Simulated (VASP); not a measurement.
# Ca (Cmcm) in VASP: a series of runs

Runs on Ca. Level: PBEsol. Tasks: electric field gradients.

Program: VASP 6.6.1. These are calculated values, not measurements. Logs are shortened: lines on timing, memory, paths and dates and some standing lists are left out, and cuts for length are marked.

### Step 1. The cell of the first run

Symmetry: Cmcm, No. 63, orthorhombic system. Conventional cell: a = 4.002 Å, b = 6.893 Å, c = 6.509 Å, α = 90.00°, β = 90.00°, γ = 90.00°. Within 5.2 Å of Ca (site symmetry m2m) lie 12 Ca at 3.97 to 4.00 Å.

### Step 2. Electric field gradients, PBEsol (x and y stretched by +1.5 %, z held)

Contents of INCAR:

```
SYSTEM = Ca
PREC = Accurate
ENCUT = 520
EDIFF = 1E-8
ISMEAR = -1
SIGMA = 0.05
LREAL = .False.
LASPH = .True.
NELM = 100
ALGO = Normal
ISIF = 2
LWAVE = .False.
LCHARG = .False.
GGA = PS
LEFG = .True.
NBANDS = 17
```

Contents of KPOINTS:

```
regular mesh
0
Gamma
  11 11 6
  0 0 0
```

Contents of POSCAR:

```
Ca
1.0
    2.0008451349     -3.4464225327      0.0000000000
    2.0008451349      3.4464225327      0.0000000000
    0.0000000000      0.0000000000      6.5091117400
Ca
2
Direct
    0.8355866000      0.1644134000      0.2500000000
    0.1644134000      0.8355866000      0.7500000000
```

Potentials or basis: VASP PAW PBE potentials, release 64 (Ca_sv).

Run with:

```
$ cat potpaw_PBE.64/Ca_sv/POTCAR > POTCAR
$ mpirun -np 1 vasp_std > vasp.out
```

OUTCAR:

```text
SYSTEM = Ca
   PREC = Accurate
   ENCUT = 520
   EDIFF = 1E-8
   ISMEAR = -1
   LREAL = .False.
   LASPH = .True.
   NELM = 100
   ISIF = 2
   GGA = PS

 ion  position               nearest neighbor table
   1  0.836  0.164  0.250-
   2  0.164  0.836  0.750-

  LATTYP: Found a base centered orthorhombic cell.
 ALAT       =     4.0016902698
 B/A-ratio  =     1.7224834009
 C/A-ratio  =     1.6265905908

  Lattice vectors:

 A1 = (   2.0008451349,  -3.4464225327,   0.0000000000)
 A2 = (   2.0008451349,   3.4464225327,   0.0000000000)
 A3 = (   0.0000000000,   0.0000000000,   6.5091117400)

Analysis of symmetry for initial positions (statically):
=====================================================================
 Subroutine PRICEL returns:
 Original cell was already a primitive cell.

 Routine SETGRP: Setting up the symmetry group for a
 base centered orthorhombic supercell.

 Subroutine GETGRP returns: Found  8 space group operations
 (whereof  4 operations were pure point group operations)
 out of a pool of  8 trial point group operations.

The static configuration has the point symmetry C_2h.
 The point group associated with its full space group is D_2h.

Analysis of symmetry for dynamics (positions and initial velocities):
=====================================================================
 Subroutine PRICEL returns:
 Original cell was already a primitive cell.

 Routine SETGRP: Setting up the symmetry group for a
 base centered orthorhombic supercell.

 Subroutine GETGRP returns: Found  8 space group operations
 (whereof  4 operations were pure point group operations)
 out of a pool of  8 trial point group operations.

The dynamic configuration has the point symmetry C_2h.
 The point group associated with its full space group is D_2h.

 Subroutine INISYM returns: Found  8 space group operations
 (whereof  4 operations are pure point group operations),
 and found     1 'primitive' translations

----------------------------------------------------------------------------------------

                                     Primitive cell

  volume of cell :      89.7705

  direct lattice vectors                    reciprocal lattice vectors
     2.000845135 -3.446422533  0.000000000     0.249894403 -0.145077974  0.000000000
     2.000845135  3.446422533  0.000000000     0.249894403  0.145077974  0.000000000
     0.000000000  0.000000000  6.509111740     0.000000000  0.000000000  0.153630793

  length of vectors
     3.985123527  3.985123527  6.509111740     0.288954722  0.288954722  0.153630793

  position of ions in fractional coordinates (direct lattice)
     0.835586600  0.164413400  0.250000000
     0.164413400  0.835586600  0.750000000

  ion indices of the primitive-cell ions
   primitive index   ion index
                 1           1
                 2           2

----------------------------------------------------------------------------------------

 KPOINTS: regular mesh

Automatic generation of k-mesh.
 Grid dimensions read from file:
 generate k-points for:   11   11    6

 Generating k-lattice:

  Cartesian coordinates                     Fractional coordinates (reciprocal lattice)
     0.022717673 -0.013188907  0.000000000     0.090909091  0.000000000  0.000000000
     0.022717673  0.013188907  0.000000000     0.000000000  0.090909091  0.000000000
     0.000000000  0.000000000  0.025605132     0.000000000  0.000000000  0.166666667

  Length of vectors
     0.026268611  0.026268611  0.025605132

  Shift w.r.t. Gamma in fractional coordinates (k-lattice)
     0.000000000  0.000000000  0.000000000

 Subroutine IBZKPT returns following result:
 ===========================================

 Found    144 irreducible k-points:

 Following reciprocal coordinates:
            Coordinates               Weight
  0.000000  0.000000  0.000000      1.000000
  0.090909  0.000000  0.000000      4.000000
  0.181818  0.000000  0.000000      4.000000
  0.272727 -0.000000  0.000000      4.000000
  0.363636 -0.000000  0.000000      4.000000
  0.454545  0.000000  0.000000      4.000000
[... 16 lines left out ...]
 -0.272727  0.181818  0.000000      4.000000
 -0.181818  0.181818  0.000000      2.000000
 [... further k-points ...]
   k-points           NKPTS =    144   k-points in BZ     NKDIM =    144   number of bands    NBANDS=     17
   number of dos      NEDOS =    301   number of ions     NIONS =      2
   total plane-waves  NPLWV =  43200
   dimension x,y,z NGX =    30 NGY =   30 NGZ =   48
   dimension x,y,z NGXF=    60 NGYF=   60 NGZF=   96
   ions per type =               2
   NGX,Y,Z   is equivalent  to a cutoff of  12.51, 12.51, 12.26 a.u.
   NGXF,Y,Z  is equivalent  to a cutoff of  25.03, 25.03, 24.52 a.u.
 SYSTEM =  Ca
   PREC   = accura    normal or accurate (medium, high low for compatibility)
   ISTART =      0    job   : 0-new  1-cont  2-samecut
   ICHARG =      2    charge: 1-file 2-atom 10-const
   ISPIN  =      1    spin polarized calculation?
   LNONCOLLINEAR =      F non collinear calculations
   LSORBIT =      F    spin-orbit coupling
   LASPH  =      T    aspherical Exc in radial PAW
   ENCUT  =  520.0 eV  38.22 Ry    6.18 a.u.   7.41  7.41 12.10*2*pi/ulx,y,z
   NELM   =    100;   NELMIN=  2; NELMDL= -5     # of ELM steps
   EDIFF  = 0.1E-07   stopping-criterion for ELM
   LREAL  =      F    real-space projection
   EDIFFG = 0.1E-06   stopping-criterion for IOM
   NSW    =      0    number of steps for IOM
   IBRION =     -1    ionic relax: 0-MD 1-quasi-New 2-CG
   NFREE  =      0    steps in history (QN), initial steepest desc. (CG)
   ISIF   =      2    stress and relaxation
   ISYM   =      2    0-nonsym 1-usesym 2-fastsym
   POTIM  = 0.5000    time-step for ionic-motion
   TEBEG  =    0.0;   TEEND  =   0.0 temperature during run
   PSTRESS=    0.0 pullay stress
   NELECT =      20.0000    total number of electrons
   NUPDOWN=      -1.0000    fix difference up-down
   EMIN   =  10.00;   EMAX   =-10.00  energy-range for DOS
   EFERMI =   0.00;   METHOD = LEGACY
   ISMEAR =    -1;   SIGMA  =   0.05  broadening in eV -4-tet -1-fermi 0-gaus
   EFERMI_NEDOS =   21; number of points for ismear=-14 and -15
   IALGO  =     38    algorithm
   IMIX   =      4    mixing-type and parameters
     AMIX     =   0.40;   BMIX     =  1.00
     AMIX_MAG =   1.60;   BMIX_MAG =  1.00
  volume/ion in A,a.u.               =      44.89       302.90
  Fermi-wavevector in a.u.,A,eV,Ry     =   0.992446  1.875451 13.401048  0.984949
  Thomas-Fermi vector in A             =   2.124258
   LORBIT       =      0    0 simple, 1 ext, 2 COOP (PROOUT), +10 PAW based schemes
   GGA     = PS    functional components
   LHFCALC =     F    Hartree Fock is set to
   AEXX    =    0.0000 exact exchange contribution
   IVDW    =     0    specifies the selected vdW correction
   LEPSILON=     F    determine dielectric tensor
   LRPA    =     F    only Hartree local field effects (RPA)
 non-spin polarized calculation
  energy-cutoff  :      520.00
  volume of cell :       89.77
 maximum number of plane-waves:      2440
 NGX is ok and might be reduce to    30
   NGX = 15   NGY = 15   NGZ = 25

 number of electron      20.0000004 magnetization

 Free energy of the ion-electron system (eV)
  ---------------------------------------------------
  ext. energy  EPLUGINS =         0.00000000
  ---------------------------------------------------
  free energy    TOTEN  =        -4.23320319 eV

  energy without entropy =       -4.21510938  energy(sigma->0) =       -4.22415629

 E-fermi :   1.7095     XC(G=0):  -7.6168

 val. band max:        1.6874991383   @ k =   0.3636   0.3636   0.5000
 cond. band min:       1.7185616342   @ k =   0.1818   0.1818   0.0000
 fundamental gap:      0.0310624959
 Fermi energy:         1.7094873516

 k-point     1 :       0.0000    0.0000    0.0000
  band No.  band energies     occupation
      1     -40.3244      2.00000
      2     -40.3140      2.00000
      3     -21.4296      2.00000
      4     -21.3419      2.00000
      5     -21.3403      2.00000
      6     -21.3253      2.00000
[... 9 lines left out ...]
     16       4.2060      0.00000
     17       4.5442      0.00000
[... 441 lines left out ...]
 k-point    24 :      -0.1818    0.1818    0.0000
  band No.  band energies     occupation
      1     -40.3216      2.00000
      2     -40.3127      2.00000
      3     -21.4180      2.00000
      4     -21.3667      2.00000
      5     -21.3508      2.00000
      6     -21.3483      2.00000
[... 9 lines left out ...]
     16       4.2675      0.00000
     17       4.2968      0.00000

 [... further k-points ...]

------------------------ aborting loop because EDIFF is reached ----------------------------------------

  FORCE on cell =-STRESS in cart. coord.  units (eV):
  Direction    XX          YY          ZZ          XY          YZ          ZX
  --------------------------------------------------------------------------------------
  -------------------------------------------------------------------------------------
  Total       -0.9351409     -0.8151812     -0.7100532      0.0000000      0.0000000      0.0000000
  in kB      -16.6899075    -14.5489290    -12.6726593      0.0000000      0.0000000      0.0000000
  external PRESSURE =     -14.6371653 kB  Pullay stress =       0.0000000 kB

 VOLUME and BASIS-vectors are now :
 -----------------------------------------------------------------------------
  energy-cutoff  :      520.00
  volume of cell :       89.77
      direct lattice vectors                 reciprocal lattice vectors
     2.000845135 -3.446422533  0.000000000     0.249894403 -0.145077974  0.000000000
     2.000845135  3.446422533  0.000000000     0.249894403  0.145077974  0.000000000
     0.000000000  0.000000000  6.509111740     0.000000000  0.000000000  0.153630793

 POSITION                                       TOTAL-FORCE (eV/Angst)
 -----------------------------------------------------------------------------------
      2.00085     -2.31315      1.62728         0.000000      0.016397     -0.000000
      2.00085      2.31315      4.88183         0.000000     -0.016397      0.000000
 -----------------------------------------------------------------------------------
    total drift:                                0.000000     -0.000000      0.000000

  FREE ENERGIE OF THE ION-ELECTRON SYSTEM (eV)
  ---------------------------------------------------
  free  energy   TOTEN  =        -4.2332031884 eV

  energy  without entropy=       -4.2151093834  energy(sigma->0) =       -4.22415629

 Electric field gradients (V/A^2)
---------------------------------------------------------------------
 ion       V_xx      V_yy      V_zz      V_xy      V_xz      V_yz
---------------------------------------------------------------------
   1       1.408     2.185    -3.593    -0.000     0.000    -0.000
   2       1.408     2.185    -3.593    -0.000    -0.000     0.000
---------------------------------------------------------------------

 Electric field gradients after diagonalization (V/A^2)
 (convention: |V_zz| > |V_xx| > |V_yy|)
----------------------------------------------------------------------
 ion       V_xx      V_yy      V_zz     asymmetry (V_yy - V_xx)/ V_zz
----------------------------------------------------------------------
   1       2.185     1.408    -3.593       0.216
   2       2.185     1.408    -3.593       0.216
----------------------------------------------------------------------

           NMR quadrupolar parameters

 Cq : quadrupolar parameter    Cq=e*Q*V_zz/h
 eta: asymmetry parameters     (V_yy - V_xx)/ V_zz
 Q  : nuclear electric quadrupole moment in mb (millibarn)
----------------------------------------------------------------------
 ion       Cq(MHz)       eta       Q (mb)
----------------------------------------------------------------------
   1      -0.009       0.216       1.000
   2      -0.009       0.216       1.000
----------------------------------------------------------------------
```

Wall time 3.2 min (1 thread of Intel Xeon Platinum 8488C (Sapphire Rapids), shared host); peak memory 0.32 GiB.

What came out:

```yaml
Free_energy: -4.2332 eV
Pressure: -1.5 GPa
Largest_force: 0.016 eV/Å
Band_gap_on_the_k_mesh: zero (bands 10 and 11 overlap by 0.44 eV)
Largest_electric_field_gradient_by_atom: Ca -3.6 V/Å²
```

Forces on the atoms (eV/Å):
```
Ca   0.000  0.016  0.000
Ca   0.000 -0.016  0.000
```

Levels at points of the mesh, in eV from the Fermi level:
```
           k point  band 6  band 7  band 8  band 9  band 10  band 11  band 12  band 13  band 14  band 15
(0.00, 0.00, 0.00)  -23.03  -23.03  -23.03   -3.98    -1.03    -0.24     2.16     2.18     2.19     2.44
(0.00, 0.00, 0.50)  -23.04  -23.04  -23.04   -3.00    -3.00     1.34     1.34     2.14     2.14     2.19
```

Electric field gradients, principal values (V/Å²):
```
atom  least  middle  greatest (by size)
1 Ca  1.408   2.185              -3.593
2 Ca  1.408   2.185              -3.593
```

Caveat: the cell differs from its parent crystal (x and y stretched by +1.5 %, z held); without QUAD_EFG the Cq values of the log hold for a quadrupole moment of 1 mb, not for the nuclei; the PAW data sets were made with another functional, which shifts forces and pressure a little.

### Step 3. Electric field gradients, PBEsol (41.83 Å³/atom)

This run uses another cell than the first one, of 41.83 Å³/atom.

Contents of INCAR:

```
SYSTEM = Ca
PREC     = Accurate       ! precision mode
ENCUT    = 520            ! plane-wave cutoff, eV
EDIFF    = 1E-8           ! SCF threshold, eV
ISMEAR   = -1             ! smearing method
SIGMA    = 0.05           ! smearing width, eV
LREAL    = .False.        ! projectors in reciprocal space
LASPH    = .True.         ! aspherical terms in the spheres
NELM     = 60             ! most SCF steps
ALGO     = Normal         ! electronic algorithm
ISIF     = 2              ! what is computed and relaxed
LWAVE    = .False.        ! write WAVECAR
LCHARG   = .False.        ! write CHGCAR
GGA      = PS             ! functional
LEFG     = .True.       
NBANDS   = 17             ! bands
```

KPOINTS is that of step 2.

Contents of POSCAR:

```
Ca
1.0
    1.9446338643     -3.3495995521      0.0000000000
    1.9446338643      3.3495995521      0.0000000000
    0.0000000000      0.0000000000      6.4211399865
Ca
2
Direct
    0.8355866000      0.1644134000      0.2500000000
    0.1644134000      0.8355866000      0.7500000000
```

Potentials or basis: VASP PAW PBE potentials, release 64 (Ca_sv).

Run with:

```
$ cat potpaw_PBE.64/Ca_sv/POTCAR > POTCAR
$ mpirun -np 1 vasp_std > vasp.out
```

OUTCAR:

```text
SYSTEM = Ca
   PREC = Accurate
   ENCUT = 520
   EDIFF = 1E-8
   ISMEAR = -1
   LREAL = .False.
   LASPH = .True.
   NELM = 60
   ISIF = 2
   GGA = PS

 ion  position               nearest neighbor table
   1  0.836  0.164  0.250-
   2  0.164  0.836  0.750-

  LATTYP: Found a base centered orthorhombic cell.
 ALAT       =     3.8892677286
 B/A-ratio  =     1.7224834009
 C/A-ratio  =     1.6509894496

  Lattice vectors:

 A1 = (   1.9446338643,  -3.3495995521,   0.0000000000)
 A2 = (   1.9446338643,   3.3495995521,   0.0000000000)
 A3 = (   0.0000000000,   0.0000000000,   6.4211399865)

Analysis of symmetry for initial positions (statically):
=====================================================================
 Subroutine PRICEL returns:
 Original cell was already a primitive cell.

 Routine SETGRP: Setting up the symmetry group for a
[... 671 lines left out ...]
  energy-cutoff  :      520.00
  volume of cell :       83.65
      direct lattice vectors                 reciprocal lattice vectors
     1.944633864 -3.349599552  0.000000000     0.257117810 -0.149271575  0.000000000
     1.944633864  3.349599552  0.000000000     0.257117810  0.149271575  0.000000000
     0.000000000  0.000000000  6.421139987     0.000000000  0.000000000  0.155735586

 POSITION                                       TOTAL-FORCE (eV/Angst)
 -----------------------------------------------------------------------------------
      1.94463     -2.24816      1.60528         0.000000      0.016343     -0.000000
      1.94463      2.24816      4.81585         0.000000     -0.016343      0.000000
 -----------------------------------------------------------------------------------
    total drift:                                0.000000     -0.000000      0.000000

  FREE ENERGIE OF THE ION-ELECTRON SYSTEM (eV)
  ---------------------------------------------------
  free  energy   TOTEN  =        -4.2699943172 eV

  energy  without entropy=       -4.2539228083  energy(sigma->0) =       -4.26195856

 Electric field gradients (V/A^2)
---------------------------------------------------------------------
 ion       V_xx      V_yy      V_zz      V_xy      V_xz      V_yz
---------------------------------------------------------------------
   1       2.252     3.169    -5.421    -0.000     0.000    -0.000
   2       2.252     3.169    -5.421     0.000    -0.000    -0.000
---------------------------------------------------------------------

 Electric field gradients after diagonalization (V/A^2)
 (convention: |V_zz| > |V_xx| > |V_yy|)
----------------------------------------------------------------------
 ion       V_xx      V_yy      V_zz     asymmetry (V_yy - V_xx)/ V_zz
----------------------------------------------------------------------
   1       3.169     2.252    -5.421       0.169
   2       3.169     2.252    -5.421       0.169
----------------------------------------------------------------------

           NMR quadrupolar parameters

 Cq : quadrupolar parameter    Cq=e*Q*V_zz/h
 eta: asymmetry parameters     (V_yy - V_xx)/ V_zz
 Q  : nuclear electric quadrupole moment in mb (millibarn)
----------------------------------------------------------------------
 ion       Cq(MHz)       eta       Q (mb)
----------------------------------------------------------------------
   1      -0.013       0.169       1.000
   2      -0.013       0.169       1.000
----------------------------------------------------------------------
```

It took 4.9 min on 1 thread of Intel Xeon 8259CL, shared host; peak memory 0.31 GiB.

Results:

```
Free energy                             : -4.2700 eV
Pressure                                : -0.4 GPa
Largest force                           : 0.016 eV/Å
Band gap on the k mesh                  : zero (bands 10 and 11 overlap by 0.44 eV)
Largest electric field gradient by atom : Ca -5.4 V/Å²
```

Forces in eV/Å, atoms in the order of the input:
```
Ca   0.000  0.016  0.000
Ca   0.000 -0.016  0.000
```

Stress tensor (GPa, compression positive):
```
-0.54  0.00  0.00
 0.00 -0.28  0.00
 0.00  0.00 -0.50
```

Levels at points of the mesh, in eV from the Fermi level:
| k point | band 7 | band 8 | band 9 | band 10 | band 11 | band 12 | band 13 | band 14 |
| --- | --- | --- | --- | --- | --- | --- | --- | --- |
| (0.00, 0.00, 0.00) | -22.86 | -22.86 | -4.11 | -1.12 | -0.26 | 2.21 | 2.26 | 2.30 |
| (0.00, 0.00, 0.50) | -22.87 | -22.87 | -3.10 | -3.10 | 1.33 | 1.33 | 2.25 | 2.25 |

Electric field gradients, principal values (V/Å²):
```tsv
atom	least	middle	greatest (by size)
1 Ca	2.252	3.169	-5.421
2 Ca	2.252	3.169	-5.421
```

Caveat: without QUAD_EFG the Cq values of the log hold for a quadrupole moment of 1 mb, not for the nuclei; the PAW data sets were made with another functional, which shifts forces and pressure a little.

The gap in the log of VASP goes by the Fermi energy; the results here count the filled bands.